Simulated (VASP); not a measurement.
Set up this calculation in VASP 6.6.1, as the native input.

```yaml
Task: single point
Functional: LDA
Potentials_or_basis: VASP PAW LDA potentials, release 64 (Si, W_sv)
Cutoff: 520 eV
k_mesh: 18 × 18 × 18
Occupations: gaussian, width 0.15 eV
Spin: no spin polarisation
Dipole_correction: no
Further_INCAR_settings: ALGO = Normal; EDIFF = 1e-06; NBANDS = 18
```

The structure of Si2W lies in POSCAR:

```
Si2W
1.0
   -1.5704948423      1.5704948423      3.9976946210
    1.5704948423     -1.5704948423      3.9976946210
    1.5704948423      1.5704948423     -3.9976946210
Si W
2 1
Direct
    0.3453817857      0.3453817857      0.0000000000
    0.6546182143      0.6546182143      0.0000000000
    0.0000000000      0.0000000000      0.0000000000
```

This cell differs from its parent crystal: atoms shifted along a free coordinate, c/a of the conventional cell at fixed volume 2.5455.

One way to write it, as run:

INCAR

```
ALGO = Normal ; EDIFF = 1E-6
ENCUT = 520 ; GGA = CA
ISIF = 2 ; ISMEAR = 0
LASPH = True ; LCHARG = True
LELF = True ; LREAL = False
LVHAR = True ; LWAVE = False
NBANDS = 18 ; NELM = 100
PREC = Accurate ; SIGMA = 0.15
```

KPOINTS

```
k-points
0
Gamma
  18 18 18
```

Potentials or basis: VASP PAW LDA potentials, release 64 (Si, W_sv).

Command:

```sh
$ cat potpaw_LDA.64/Si/POTCAR potpaw_LDA.64/W_sv/POTCAR > POTCAR
$ mpirun -np 1 vasp_std > vasp.out
```

Results of the run:

- Pressure: 4.1 GPa
- Largest force: 1.684 eV/Å
- Band gap on the k mesh: zero (bands 11 and 12 overlap by 0.93 eV)

Caveat: the cell stands under pressure; spin-orbit coupling is left out, which moves the levels of the heavy elements; forces of over 1 eV/Å act on the atoms, so gaps and moduli don't describe the material at rest.

Wall time 2.4 min on 1 thread of Intel(R) Xeon(R) 6975P-C (Granite Rapids) (shared host), peak memory 0.42 GiB.
